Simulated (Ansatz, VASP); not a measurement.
HfO2: VASP beside Ansatz

```
Hf O
1.0
    -3.60430    0.00000    0.00000
     0.00000   -3.60430    0.00000
     0.00000    0.00000   10.52793
Hf O
4 8
Cartesian
  -1.8022 -1.8022 2.6320
  -1.8022 -1.8022 7.8960
  -3.6043 -3.6043 5.2640
  -3.6043 -3.6043 0.0000
  0.0000 -1.8022 3.6493
  0.0000 -1.8022 8.9132
  -1.8022 0.0000 4.2467
  -1.8022 0.0000 9.5107
  -1.8022 0.0000 1.6147
  -1.8022 0.0000 6.8787
  0.0000 -1.8022 1.0173
  0.0000 -1.8022 6.2812
```

Alike in both runs: task single point; functional PBE; k mesh 6 × 6 × 2; occupations gaussian, width 0.05 eV; no spin polarisation.

```csv
,VASP,Ansatz
version,VASP 6.6.1,Ansatz 0.2.0
potentials or method,"VASP PAW PBE potentials, release 64 (Hf_pv, O), cutoff 520 eV","scalar-relativistic, plane waves, PAW"
valence electrons in the cell,88,152
```

|  | VASP | Ansatz | Ansatz less VASP |
| --- | --- | --- | --- |
| gap on the k mesh at the Fermi level (eV) | 4.65 | 4.67 | +0.022 |
| least direct gap on the mesh (eV) | 4.65 | 4.67 | +0.022 |
| pressure (GPa) | -3.1 | 0.0 | +3.15 |
| traceless stress, the component that is largest in VASP (GPa) | 0.12 | 0.00 | -0.123 |
| rms of the force components (eV/Å) | 0.023 | 0.000 | -0.0232 |

Atom by atom the forces differ by 0.023 eV/Å (rms over components). VASP's potentials hold 88 valence electrons a cell and Ansatz's 152, so a difference there can come from the potentials and not from the codes.

Spin-orbit coupling is off throughout.
